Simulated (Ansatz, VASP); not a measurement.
# Sn3Te: VASP beside Ansatz

INCAR

```
SYSTEM = Sn3Te
PREC = Accurate
ENCUT = 520
EDIFF = 1E-6
ISMEAR = -1
SIGMA = 0.05
LREAL = .FALSE.
LASPH = .TRUE.
NELM = 100
ALGO = Fast
ISIF = 2
LWAVE = .FALSE.
LCHARG = .FALSE.
GGA = PS
NBANDS = 32
```

File KPOINTS:

```
regular mesh
0
G
  6 6 6
  0 0 0
```

Contents of POSCAR:

```
Sn3Te
1.0
    4.8656220000      0.0000000000      0.0000000000
    0.0000000000      4.8656220000      0.0000000000
    0.0000000000      0.0000000000      4.8656220000
Te Sn
1 3
Direct
    0.0067300000     -0.0114230000     -0.0033600000
   -0.0010980000      0.5041850000      0.4988960000
    0.5015660000      0.0064040000      0.4997800000
    0.4899280000      0.5046890000     -0.0012030000
```

Contents of input.yaml:

```yaml
crystal:
  lattice:
    - [4.865622, 0.0, 0.0]
    - [0.0, 4.865622, 0.0]
    - [0.0, 0.0, 4.865622]
  atoms:
    - { symbol: Te, position: [0.00673, -0.011423, -0.00336] }
    - { symbol: Sn, position: [-0.001098, 0.504185, 0.498896] }
    - { symbol: Sn, position: [0.501566, 0.006404, 0.49978] }
    - { symbol: Sn, position: [0.489928, 0.504689, -0.001203] }
kpoints:
  mp_grid: { grid: [6, 6, 6] }
scf:
  occupations: { method: fermi_dirac, width: 0.05 }
hamiltonian:
  xc: pbesol
  pseudopotentials: { kind: all_electron, lapw: { basis_error: 0.001 } }
output:
  forces: true
  stress: true
  eigenvalues: true
  populations: true
```

Change from the starting cell: atoms moved at random, drawn with an rms of 0.05 Å.

Alike in both runs: task single point; functional PBEsol; k mesh 6 × 6 × 6; occupations fermi-dirac, width 0.05 eV; no spin polarisation.

|  | VASP | Ansatz |
| --- | --- | --- |
| version | VASP 6.6.1 | Ansatz 0.2.0 |
| potentials or method | VASP PAW PBE potentials, release 64 (Te, Sn_d), cutoff 520 eV | all-electron LAPW, scalar-relativistic |

```csv
,VASP,Ansatz,Ansatz less VASP
gap on the k mesh at the Fermi level (eV),none,none,-
pressure (GPa),-2.3,-2.3,0.00
rms of the force components (eV/Å),0.039,0.039,-0.0002
```

VASP's potentials were made for PBE, not for PBEsol. Atom by atom the forces differ by 0.000 eV/Å (rms over components). A gap of «none» marks a metal or a gap that the smearing closes. Ansatz ran all-electron here, and VASP with PAW potentials.

Spin-orbit coupling is off throughout.
